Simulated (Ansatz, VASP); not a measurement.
**Two plane-wave programs on NaH**

POSCAR

```
NaH
1.0
    0.0000000000      2.5969210614      2.5969210614
    2.5969210614      0.0000000000      2.5969210614
    2.5969210614      2.5969210614      0.0000000000
Na H
1 1
Direct
    0.0000000000      0.0000000000      0.0000000000
    0.2500000000      0.2500000000      0.2500000000
```

The input INCAR.step1:

```
SYSTEM = NaH
PREC     = Accurate       ! precision mode
ENCUT    = 520            ! plane-wave cutoff, eV
EDIFF    = 1E-5           ! SCF threshold, eV
ISMEAR   = 0              ! smearing method
SIGMA    = 0.01           ! smearing width, eV
LREAL    = .FALSE.        ! projectors in reciprocal space
LASPH    = .TRUE.         ! aspherical terms in the spheres
NELM     = 60             ! most SCF steps
ALGO     = Normal         ! electronic algorithm
ISIF     = 2              ! what is computed and relaxed
LWAVE    = .TRUE.         ! write WAVECAR
GGA      = PE             ! functional
NBANDS   = 11             ! bands
```

Contents of INCAR.step2:

```
SYSTEM = NaH
PREC     = Accurate       ! precision mode
ENCUT    = 520            ! plane-wave cutoff, eV
EDIFF    = 1E-7           ! SCF threshold, eV
ISMEAR   = 0              ! smearing method
SIGMA    = 0.01           ! smearing width, eV
LREAL    = .FALSE.        ! projectors in reciprocal space
LASPH    = .TRUE.         ! aspherical terms in the spheres
NELM     = 60             ! most SCF steps
ALGO     = Normal         ! electronic algorithm
ISIF     = 2              ! what is computed and relaxed
LWAVE    = .FALSE.        ! write WAVECAR
LCHARG   = .TRUE.         ! write CHGCAR
GGA      = PE             ! functional
LHFCALC  = .TRUE.         ! exact exchange
AEXX     = 0.3            ! exact-exchange fraction
HFSCREEN = 0.1            ! screening, 1/A
PRECFOCK = Normal       
LELF     = .TRUE.         ! ELF
LVHAR    = .TRUE.       
ISTART   = 1            
NBANDS   = 11             ! bands
```

Contents of KPOINTS:

```
Automatic mesh
0
G
  4 4 4
  0 0 0
```

Input for Ansatz:

```yaml
crystal:
  lattice:
    - [0.0, 2.5969210614, 2.5969210614]
    - [2.5969210614, 0.0, 2.5969210614]
    - [2.5969210614, 2.5969210614, 0.0]
  atoms:
    - { symbol: Na, position: [0.0, 0.0, 0.0] }
    - { symbol: H, position: [0.25, 0.25, 0.25] }
kpoints:
  mp_grid: { grid: [4, 4, 4] }
hamiltonian:
  xc: { exchange: pbe, correlation: pbe, exx: { coeff: 0.3, omega: 0.1 } }
scf:
  occupations: { method: fixed }
  n_extra_bands: 4
output:
  forces: true
  stress: true
  eigenvalues: true
```

Alike in both runs: task single point; functional PBE-based screened hybrid; k mesh 4 × 4 × 4; no spin polarisation.

|  | VASP | Ansatz |
| --- | --- | --- |
| version | VASP 6.6.1 | Ansatz 0.2.0 |
| potentials or method | VASP PAW PBE potentials, release 64 (Na_pv, H) | plane waves |
| plane-wave cutoff (eV) | 520 | 420 |
| occupations | gaussian, width 0.01 eV | fixed |
| valence electrons in the cell | 8 | 10 |

Ansatz gave:

- gap on the k mesh at the Fermi level (eV): 5.22
- pressure (GPa): 0.0

Q: Estimate VASP's values.

A: gap on the k mesh at the Fermi level (eV): 5.24; pressure (GPa): 0.0.

VASP's potentials were made for PBE, not for PBE-based screened hybrid. VASP's potentials hold 8 valence electrons a cell and Ansatz's 10, so a difference there can come from the potentials and not from the codes. Ansatz's warnings: stress exchange threshold loose, stress scf threshold loose.

The k mesh is coarse, so the values compare programs but aren't converged.
